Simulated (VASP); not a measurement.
# Nb16N (a cell with a defect): single point with PBE

The system is Nb16N (a cell with a defect).

```xyz
17
Lattice="6.6000 0.0000 0.0000 0.0000 6.6000 0.0000 0.0000 0.0000 6.6000" Properties=species:S:1:pos:R:3 pbc="T T T"
Nb    0.0015    0.0465    0.2928
Nb    3.3014    0.0466    0.0096
Nb    0.0013    3.3467    0.0098
Nb    0.0012    0.0466    3.0096
Nb    1.7072    1.7524    1.6513
Nb    3.3015    3.3470   -0.0227
Nb    3.3013    0.0465    3.2930
Nb    4.8958    1.7523    1.6513
Nb    0.0013    3.3467    3.2928
Nb    1.7069    4.9412    1.6513
Nb    1.6151    1.6605    4.9513
Nb    3.3015    3.3470    3.3253
Nb    4.8954    4.9413    1.6513
Nb    4.9885    1.6597    4.9513
Nb    1.6140    5.0332    4.9513
Nb    4.9882    5.0336    4.9513
N     0.0015    0.0477    4.9512
```

```json
{
  "Program": "VASP 6.6.1",
  "Task": "single point",
  "Functional": "PBE",
  "Potentials or basis": "VASP PAW PBE potentials, release 64 (Nb_sv, N)",
  "Cutoff": "520 eV",
  "k mesh": "3 × 3 × 3",
  "Occupations": "gaussian, width 0.15 eV",
  "Spin": "no spin polarisation"
}
```

```
Pressure               : 6.1 GPa
Largest force          : 0.039 eV/Å
Band gap on the k mesh : zero (an odd number of electrons rules out a gap without spin polarisation)
```

Forces in eV/Å, atoms in the order of the input:
```
Nb   0.000  0.003 -0.037
Nb   0.000  0.003  0.005
Nb   0.001  0.002  0.004
Nb   0.003  0.002  0.039
Nb  -0.007 -0.007  0.000
Nb   0.000 -0.001 -0.022
Nb   0.000  0.004 -0.005
Nb   0.005 -0.005  0.000
Nb   0.000  0.001 -0.004
Nb  -0.004  0.003  0.000
Nb   0.001 -0.001  0.000
Nb  -0.001 -0.001  0.021
Nb   0.007  0.003  0.000
Nb  -0.007  0.008  0.000
Nb   0.009 -0.001  0.000
Nb  -0.006 -0.007  0.000
N    0.000 -0.006  0.000
```

Stress tensor (GPa, compression positive):
```
 3.35  0.00  0.00
 0.00  3.36  0.00
 0.00  0.00 11.68
```

Levels at points of the mesh, in eV from the Fermi level:
| k point | band 101 | band 102 | band 103 | band 104 | band 105 | band 106 | band 107 | band 108 | band 109 | band 110 |
| --- | --- | --- | --- | --- | --- | --- | --- | --- | --- | --- |
| (0.00, 0.00, 0.00) | 0.09 | 0.28 | 0.28 | 0.70 | 0.70 | 0.72 | 0.79 | 0.81 | 0.81 | 0.83 |

It took 23 min on 1 thread of AMD EPYC 7R13 Processor (Zen 3), with other jobs on the host, peak memory 0.49 GiB.
